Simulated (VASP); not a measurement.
# CaH8Cl2O4 in VASP: a series of runs

CaH8Cl2O4 is run at these levels: PBE+D3(BJ); tasks: single point.

Program: VASP 6.6.1. These are calculated values, not measurements. Logs are shortened: lines on timing, memory, paths and dates and some standing lists are left out, and cuts for length are marked.

## Step 1: The cell of the first run

The cell holds a disordered packing, 15 atoms: a = 5.708 Å, b = 5.708 Å, c = 5.708 Å, α = 90.00°, β = 90.00°, γ = 90.00°.

## Step 2: Single point, PBE+D3(BJ)

File INCAR:

```
  ALGO = Normal
  EDIFF = 1E-6
  ENCUT = 520
  GGA = PE
  ISIF = 2
  ISMEAR = -1
  IVDW = 12
  LASPH = T
  LCHARG = F
  LREAL = Auto
  LWAVE = F
  NBANDS = 41
  NELM = 100
  PREC = Accurate
  SIGMA = 0.05
```

File KPOINTS:

```
k-points
0
Gamma
  1 1 1
```

File POSCAR:

```
CaH8Cl2O4
1.0
    5.7082670000      0.0000000000      0.0000000000
    0.0000000000      5.7082670000      0.0000000000
    0.0000000000      0.0000000000      5.7082670000
O H Ca Cl
4 8 1 2
Direct
    0.8131364563      0.3171190135      0.4767997012
    0.0576882616      0.8794262777      0.5249929620
    0.3321498451      0.4661134456      0.7034008746
    0.5076496947      0.7804119884      0.3299250018
    0.7400845125      0.1689829856      0.4666214807
    0.8197584311      0.3845475343      0.3244242079
    0.0962989293      1.0348850185      0.6068041316
    0.0437085371      0.9270589480      0.3628071357
    0.2480612767      0.5495012760      0.8415689035
    0.3873329681      0.3189759694      0.7683242567
    0.3512449575      0.6951496838      0.3312914410
    0.5005196849      0.8850672192      0.1828050440
    0.7133338367      0.6567667560      0.6583609351
   -0.4364722253      0.0355274201     -0.1040946403
   -0.0059913105      0.6038084764      0.0930054603
```

Potentials or basis: VASP PAW PBE potentials, release 64 (O, H, Ca_sv, Cl).

Command:

```bash
$ cat potpaw_PBE.64/O/POTCAR potpaw_PBE.64/H/POTCAR potpaw_PBE.64/Ca_sv/POTCAR potpaw_PBE.64/Cl/POTCAR > POTCAR
$ mpirun -np 1 vasp_gam > vasp.out
```

OUTCAR:

```text
EDIFF = 1E-6
   ENCUT = 520
   GGA = PE
   ISIF = 2
   ISMEAR = -1
   IVDW = 12
   LASPH = T
   LREAL = Auto
   NELM = 100
   PREC = Accurate
 IVDW          = 12

 ion  position               nearest neighbor table
   1  0.813  0.317  0.477-   5 0.94   6 0.95  13 2.27
   2  0.058  0.879  0.525-   8 0.97   7 1.03  13 2.46
   3  0.332  0.466  0.703-  10 0.97   9 1.04  13 2.45
   4  0.508  0.780  0.330-  11 1.02  12 1.03  13 2.32
   5  0.740  0.169  0.467-   1 0.94
   6  0.820  0.385  0.324-   1 0.95
   7  0.096  0.035  0.607-   2 1.03
   8  0.044  0.927  0.363-   2 0.97
   9  0.248  0.550  0.842-   3 1.04
  10  0.387  0.319  0.768-   3 0.97
  11  0.351  0.695  0.331-   4 1.02
  12  0.501  0.885  0.183-   4 1.03
  13  0.713  0.657  0.658-   1 2.27   4 2.32   3 2.45   2 2.46  14 2.69
  14  0.564  0.036  0.896-  13 2.69
  15  0.994  0.604  0.093-

  LATTYP: Found a simple cubic cell.
 ALAT       =     5.7082670000

  Lattice vectors:

 A1 = (   5.7082670000,   0.0000000000,   0.0000000000)
 A2 = (   0.0000000000,   5.7082670000,   0.0000000000)
 A3 = (   0.0000000000,   0.0000000000,   5.7082670000)

Analysis of symmetry for initial positions (statically):
=====================================================================
 Subroutine PRICEL returns:
 Original cell was already a primitive cell.

 Routine SETGRP: Setting up the symmetry group for a
 simple cubic supercell.

 Subroutine GETGRP returns: Found  1 space group operations
 (whereof  1 operations were pure point group operations)
 out of a pool of 48 trial point group operations.

The static configuration has the point symmetry C_1 .

Analysis of symmetry for dynamics (positions and initial velocities):
=====================================================================
 Subroutine PRICEL returns:
 Original cell was already a primitive cell.

 Routine SETGRP: Setting up the symmetry group for a
 simple cubic supercell.

 Subroutine GETGRP returns: Found  1 space group operations
 (whereof  1 operations were pure point group operations)
 out of a pool of 48 trial point group operations.

The dynamic configuration has the point symmetry C_1 .

 Subroutine INISYM returns: Found  1 space group operations
 (whereof  1 operations are pure point group operations),
 and found     1 'primitive' translations

----------------------------------------------------------------------------------------

                                     Primitive cell

  volume of cell :     186.0000

  direct lattice vectors                    reciprocal lattice vectors
     5.708267000  0.000000000  0.000000000     0.175184517  0.000000000  0.000000000
     0.000000000  5.708267000  0.000000000     0.000000000  0.175184517  0.000000000
     0.000000000  0.000000000  5.708267000     0.000000000  0.000000000  0.175184517

  length of vectors
     5.708267000  5.708267000  5.708267000     0.175184517  0.175184517  0.175184517

  position of ions in fractional coordinates (direct lattice)
     0.813136456  0.317119013  0.476799701
     0.057688262  0.879426278  0.524992962
     0.332149845  0.466113446  0.703400875
     0.507649695  0.780411988  0.329925002
     0.740084512  0.168982986  0.466621481
     0.819758431  0.384547534  0.324424208
     0.096298929  0.034885018  0.606804132
     0.043708537  0.927058948  0.362807136
     0.248061277  0.549501276  0.841568903
     0.387332968  0.318975969  0.768324257
     0.351244958  0.695149684  0.331291441
     0.500519685  0.885067219  0.182805044
     0.713333837  0.656766756  0.658360935
     0.563527775  0.035527420  0.895905360
     0.994008689  0.603808476  0.093005460

  ion indices of the primitive-cell ions
   primitive index   ion index
                 1           1
                 2           2
                 3           3
                 4           4
                 5           5
                 6           6
                 7           7
                 8           8
                 9           9
                10          10
                11          11
                12          12
                13          13
                14          14
                15          15

----------------------------------------------------------------------------------------

 KPOINTS: k-points

Automatic generation of k-mesh.
 Grid dimensions read from file:
 generate k-points for:    1    1    1

 Generating k-lattice:

  Cartesian coordinates                     Fractional coordinates (reciprocal lattice)
     0.175184517  0.000000000  0.000000000     1.000000000  0.000000000  0.000000000
     0.000000000  0.175184517  0.000000000     0.000000000  1.000000000  0.000000000
     0.000000000  0.000000000  0.175184517     0.000000000  0.000000000  1.000000000

  Length of vectors
     0.175184517  0.175184517  0.175184517

  Shift w.r.t. Gamma in fractional coordinates (k-lattice)
     0.000000000  0.000000000  0.000000000

 Subroutine IBZKPT returns following result:
 ===========================================

 Found      1 irreducible k-points:

 Following reciprocal coordinates:
            Coordinates               Weight
  0.000000  0.000000  0.000000      1.000000
   k-points           NKPTS =      1   k-points in BZ     NKDIM =      1   number of bands    NBANDS=     41
   number of dos      NEDOS =    301   number of ions     NIONS =     15
   total plane-waves  NPLWV =  74088
   dimension x,y,z NGX =    42 NGY =   42 NGZ =   42
   dimension x,y,z NGXF=    84 NGYF=   84 NGZF=   84
   ions per type =               4   8   1   2
   NGX,Y,Z   is equivalent  to a cutoff of  12.23, 12.23, 12.23 a.u.
   NGXF,Y,Z  is equivalent  to a cutoff of  24.46, 24.46, 24.46 a.u.
 SYSTEM =  unknown system
   PREC   = accura    normal or accurate (medium, high low for compatibility)
   ISTART =      0    job   : 0-new  1-cont  2-samecut
   ICHARG =      2    charge: 1-file 2-atom 10-const
   ISPIN  =      1    spin polarized calculation?
   LNONCOLLINEAR =      F non collinear calculations
   LSORBIT =      F    spin-orbit coupling
   LASPH  =      T    aspherical Exc in radial PAW
   ENCUT  =  520.0 eV  38.22 Ry    6.18 a.u.  10.61 10.61 10.61*2*pi/ulx,y,z
   NELM   =    100;   NELMIN=  2; NELMDL= -5     # of ELM steps
   EDIFF  = 0.1E-05   stopping-criterion for ELM
   LREAL  =      T    real-space projection
   EDIFFG = 0.1E-04   stopping-criterion for IOM
   NSW    =      0    number of steps for IOM
[... 5 lines left out ...]
   TEBEG  =    0.0;   TEEND  =   0.0 temperature during run
   PSTRESS=    0.0 pullay stress
   NELECT =      56.0000    total number of electrons
   NUPDOWN=      -1.0000    fix difference up-down
   EMIN   =  10.00;   EMAX   =-10.00  energy-range for DOS
   EFERMI =   0.00;   METHOD = LEGACY
   ISMEAR =    -1;   SIGMA  =   0.05  broadening in eV -4-tet -1-fermi 0-gaus
   EFERMI_NEDOS =   21; number of points for ismear=-14 and -15
   IALGO  =     38    algorithm
   IMIX   =      4    mixing-type and parameters
     AMIX     =   0.40;   BMIX     =  1.00
     AMIX_MAG =   1.60;   BMIX_MAG =  1.00
  volume/ion in A,a.u.               =      12.40        83.68
  Fermi-wavevector in a.u.,A,eV,Ry     =   1.097236  2.073475 16.380408  1.203926
  Thomas-Fermi vector in A             =   2.233592
   LORBIT       =      0    0 simple, 1 ext, 2 COOP (PROOUT), +10 PAW based schemes
   GGA     = PE    functional components
   LHFCALC =     F    Hartree Fock is set to
   AEXX    =    0.0000 exact exchange contribution
   IVDW    =    12    specifies the selected vdW correction
   LEPSILON=     F    determine dielectric tensor
   LRPA    =     F    only Hartree local field effects (RPA)
 non-spin polarized calculation
  energy-cutoff  :      520.00
  volume of cell :      186.00
 maximum number of plane-waves:      2473
 NGX is ok and might be reduce to    42
   NGX = 21   NGY = 21   NGZ = 21

 number of electron      55.9999995 magnetization

 Free energy of the ion-electron system (eV)
  ---------------------------------------------------
  ext. energy  EPLUGINS =         0.00000000
  ---------------------------------------------------
  free energy    TOTEN  =       -70.56326262 eV

  energy without entropy =      -70.56326262  energy(sigma->0) =      -70.56326262

 E-fermi :  -0.3895     XC(G=0):  -7.7071

 val. band max:       -1.6690598799   @ k =   0.0000   0.0000   0.0000
 cond. band min:       3.0719773689   @ k =   0.0000   0.0000   0.0000
 fundamental gap:      4.7410372488
 Fermi energy:        -0.3895312952

 k-point     1 :       0.0000    0.0000    0.0000
  band No.  band energies     occupation
      1     -39.6768      2.00000
      2     -21.8061      2.00000
      3     -21.2039      2.00000
      4     -20.9271      2.00000
      5     -20.6929      2.00000
      6     -20.4515      2.00000
[... 32 lines left out ...]
     39       8.1026      0.00000
     40       8.4992      0.00000
 [bands above 40 left out]

------------------------ aborting loop because EDIFF is reached ----------------------------------------

 Edisp (eV)   -1.09709

 E8    (eV) :    -0.3358

  FORCE on cell =-STRESS in cart. coord.  units (eV):
  Direction    XX          YY          ZZ          XY          YZ          ZX
  --------------------------------------------------------------------------------------
  -------------------------------------------------------------------------------------
  Total      -0.49889     2.01403     1.03411    -1.64343    -1.75545    -1.51685
  in kB      -4.29740    17.34854     8.90764   -14.15629   -15.12118   -13.06596
  external pressure =        7.32 kB  Pullay stress =        0.00 kB

 VOLUME and BASIS-vectors are now :
 -----------------------------------------------------------------------------
  energy-cutoff  :      520.00
  volume of cell :      186.00
      direct lattice vectors                 reciprocal lattice vectors
     5.708267000  0.000000000  0.000000000     0.175184517  0.000000000  0.000000000
     0.000000000  5.708267000  0.000000000     0.000000000  0.175184517  0.000000000
     0.000000000  0.000000000  5.708267000     0.000000000  0.000000000  0.175184517

 POSITION                                       TOTAL-FORCE (eV/Angst)
 -----------------------------------------------------------------------------------
      4.64160      1.81020      2.72170         0.436765      0.297192      1.620550
      0.32930      5.02000      2.99680         0.030640      1.997652      1.663222
      1.89600      2.66070      4.01520        -0.430177      1.767715      0.865636
      2.89780      4.45480      1.88330        -1.462872     -0.417768     -0.650691
      4.22460      0.96460      2.66360        -0.880995     -1.251679      0.023555
      4.67940      2.19510      1.85190         0.481901      0.504516     -2.065876
      0.54970      0.19913      3.46380        -0.338999     -1.739134     -0.693842
      0.24950      5.29190      2.07100        -0.005228     -0.217215     -0.633371
      1.41600      3.13670      4.80390         0.371975     -0.951120     -1.109743
      2.21100      1.82080      4.38580         0.108678     -0.857194      0.443379
      2.00500      3.96810      1.89110         1.284091      0.860382      0.043001
      2.85710      5.05220      1.04350         0.310435     -0.758443      0.806214
      4.07190      3.74900      3.75810         0.024308      0.370775      0.552248
      3.21677      0.20280      5.11407         0.112538      0.264991     -0.190358
      5.67407      3.44670      0.53090        -0.043061      0.129332     -0.673924
 -----------------------------------------------------------------------------------
    total drift:                                0.002362      0.003174     -0.006231

  FREE ENERGIE OF THE ION-ELECTRON SYSTEM (eV)
  ---------------------------------------------------
  free  energy   TOTEN  =       -71.6603514802 eV

  energy  without entropy=      -71.6603514801  energy(sigma->0) =      -71.66035148
```

Run time: 34 s. Hardware: 1 thread of Intel Xeon 8259CL, shared host; peak memory 0.25 GiB.

Results:

```
Free energy                : -71.6604 eV
Pressure                   : 0.7 GPa
Largest force              : 2.600 eV/Å
Dispersion energy per atom : -0.073 eV
```

Forces on the atoms (eV/Å):
```
O    0.437  0.297  1.621
O    0.031  1.998  1.663
O   -0.430  1.768  0.866
O   -1.463 -0.418 -0.651
H   -0.881 -1.252  0.024
H    0.482  0.505 -2.066
H   -0.339 -1.739 -0.694
H   -0.005 -0.217 -0.633
H    0.372 -0.951 -1.110
H    0.109 -0.857  0.443
H    1.284  0.860  0.043
H    0.310 -0.758  0.806
Ca   0.024  0.371  0.552
Cl   0.113  0.265 -0.190
Cl  -0.043  0.129 -0.674
```

Levels at points of the mesh, in eV from the Fermi level:
```
           k point  band 26  band 27  band 28  band 29  band 30  band 31
(0.00, 0.00, 0.00)    -1.57    -1.45    -1.28     3.46     5.45     5.72
```

Caveat: the k points lie up to 1.10 Å⁻¹ apart; the atoms stand as in a frame of molecular dynamics.

## Step 3: Single point, PBE+D3(BJ)

File INCAR:

```
SYSTEM = CaH8Cl2O4
PREC = Accurate
ENCUT = 520
EDIFF = 1E-6
ISMEAR = -1
SIGMA = 0.05
LREAL = Auto
LASPH = .True.
NELM = 60
ALGO = Normal
ISIF = 2
LWAVE = .False.
LCHARG = .False.
GGA = PE
IVDW = 12
NBANDS = 41
```

File KPOINTS:

```
regular mesh
0
Gamma
  1 1 1
  0 0 0
```

File POSCAR:

```
CaH8Cl2O4
1.0
    5.7082670000      0.0000000000      0.0000000000
    0.0000000000      5.7082670000      0.0000000000
    0.0000000000      0.0000000000      5.7082670000
O H Ca Cl
4 8 1 2
Direct
    0.7631387950      0.2933114376      0.4423759435
    0.0430778728      0.8719458988      0.5490457962
    0.3546610556      0.5102424256      0.7075352292
    0.5394807216      0.7860529299      0.3583399305
    0.6535083240      0.1610996823      0.4589659173
    0.8078283654      0.3160328695      0.2878631991
    0.1996227577      0.8483310259      0.6096421208
    0.0652387143      0.8547602977      0.3824803570
    0.2544029563      0.5858170264      0.8447922986
    0.3655224957      0.3431339144      0.7511561740
    0.4548140443      0.6404220405      0.3235482853
    0.5928419256      0.8664976603      0.2102914948
    0.7367560067      0.6519491818      0.6933628017
   -0.4617163143      0.0412033985     -0.1271664412
   -0.0143651304      0.6150027670      0.0673934839
```

Potentials or basis: VASP PAW PBE potentials, release 64 (O, H, Ca_sv, Cl).

Command:

```bash
$ cat potpaw_PBE.64/O/POTCAR potpaw_PBE.64/H/POTCAR potpaw_PBE.64/Ca_sv/POTCAR potpaw_PBE.64/Cl/POTCAR > POTCAR
$ mpirun -np 1 vasp_gam > vasp.out
```

It took 35 s on 1 thread of Intel Xeon 8259CL, shared host; peak memory 0.25 GiB.

Results (log left out):

| Property | Result |
| --- | --- |
| Free energy | -71.6921 eV |
| Pressure | 2.0 GPa |
| Largest force | 3.121 eV/Å |
| Dispersion energy per atom | -0.074 eV |

Forces on the atoms (eV/Å):
```
O   -1.112 -0.247  2.905
O   -0.011  0.171  0.479
O   -1.053  0.736  1.585
O    0.170  0.302 -0.688
H    0.450  0.383 -0.036
H    0.714  0.260 -2.736
H    0.347  0.240  0.287
H   -0.073 -0.066 -0.926
H    0.751 -1.160 -1.328
H   -0.110 -0.086  0.032
H    0.080  0.530 -0.379
H   -0.702 -0.807  0.460
Ca   0.014 -0.193 -0.417
Cl   0.097  0.060  0.360
Cl   0.437 -0.124  0.403
```

Stress tensor (GPa, compression positive):
```
 2.47 -0.82  0.46
-0.82 -0.06 -1.27
 0.46 -1.27  3.54
```

Levels at points of the mesh, in eV from the Fermi level:
```csv
k point,band 25,band 26,band 27,band 28,band 29,band 30,band 31,band 32
"(0.00, 0.00, 0.00)",-1.70,-1.45,-1.32,-1.23,3.70,5.88,6.19,6.34
```

Caveat: the k points lie up to 1.10 Å⁻¹ apart; the atoms stand as in a frame of molecular dynamics.

## Step 4: Single point, PBE+D3(BJ)

File INCAR:

```
SYSTEM = CaH8Cl2O4
PREC = Accurate
ENCUT = 520
EDIFF = 1E-7
ISMEAR = -1
SIGMA = 0.05
LREAL = Auto
LASPH = .TRUE.
NELM = 100
ALGO = Normal
ISIF = 2
LWAVE = .FALSE.
LCHARG = .FALSE.
GGA = PE
IVDW = 12
NBANDS = 41
```

File KPOINTS:

```
regular mesh
0
G
  1 1 1
  0 0 0
```

File POSCAR:

```
CaH8Cl2O4
1.0
    5.7082670000      0.0000000000      0.0000000000
    0.0000000000      5.7082670000      0.0000000000
    0.0000000000      0.0000000000      5.7082670000
O H Ca Cl
4 8 1 2
Direct
    0.7246682750      0.3073086806      0.4348254908
    0.0464589340      0.9298268634      0.5563159537
    0.3578669323      0.4742069703      0.7290478879
    0.5070891043      0.7642249390      0.3144912458
    0.8298315408      0.1947351096      0.4973488451
    0.8080035499      0.3993506260      0.3187131926
    0.1759553293      0.9418445213      0.6559609072
    0.0952478221      0.8475777324      0.4071288186
    0.2772995727      0.5161111069      0.8662699205
    0.3825679493      0.3062050181      0.7520846520
    0.3716189169      0.6926445452      0.2552788789
    0.5449464785      0.8542697810      0.1764108091
    0.7301340319      0.6569944959      0.6692574121
   -0.4522388319      0.0357726785     -0.1137648256
    0.0074628604      0.6006551551      0.0880127016
```

Command:

```bash
$ cat potpaw_PBE.64/O/POTCAR potpaw_PBE.64/H/POTCAR potpaw_PBE.64/Ca_sv/POTCAR potpaw_PBE.64/Cl/POTCAR > POTCAR
$ mpirun -np 1 vasp_gam > vasp.out
```

It took 44 s on 1 thread of Intel Xeon 8259CL, shared host; peak memory 0.25 GiB.

Results (log left out):

- Free energy: -71.8063 eV
- Pressure: 3.5 GPa
- Largest force: 3.334 eV/Å
- Dispersion energy per atom: -0.073 eV

Forces on the atoms (eV/Å):
```
O   -1.139  1.081  0.460
O   -2.178 -1.001 -2.317
O    0.955  0.104 -1.926
O    1.322  0.161  1.584
H    1.137 -1.208  0.311
H    0.521 -0.153 -1.052
H    2.140  0.131  1.299
H   -0.072  0.763  0.901
H   -1.440  0.818  1.944
H    0.300 -0.488 -0.193
H   -1.931 -1.519 -0.256
H    0.757  1.188 -0.680
Ca  -0.447  0.210  0.058
Cl   0.215 -0.319 -0.222
Cl  -0.140  0.232  0.089
```

Stress tensor (GPa, compression positive):
```
 4.03 -0.79 -2.43
-0.79  3.58 -1.29
-2.43 -1.29  2.88
```

Levels at points of the mesh, in eV from the Fermi level:
```tsv
k point	band 24	band 25	band 26	band 27	band 28	band 29	band 30	band 31	band 32	band 33
(0.00, 0.00, 0.00)	-1.82	-1.68	-1.53	-1.39	-1.25	3.83	5.60	5.65	5.75	6.64
```

Caveat: the k points lie up to 1.10 Å⁻¹ apart; the atoms stand as in a frame of molecular dynamics.

## Step 5: The runs side by side

```csv
cell,pressure (GPa),largest force (eV/Å)
"as given, atomic positions A",0.7,2.60
"as given, atomic positions B",2.0,3.12
"as given, atomic positions C",3.5,3.33
```

Alike in all rows: task single point; level PBE+D3(BJ); potentials or basis VASP PAW PBE potentials, release 64 (O, H, Ca_sv, Cl); no spin polarisation; k mesh 1 × 1 × 1; cutoff (eV) 520; smearing fermi-dirac 0.05 eV.

Caveats: all runs use coarse meshes; the atoms stand as in a frame of molecular dynamics.

Total energies depend on the potentials used, so only differences within one code and one set of settings carry meaning.
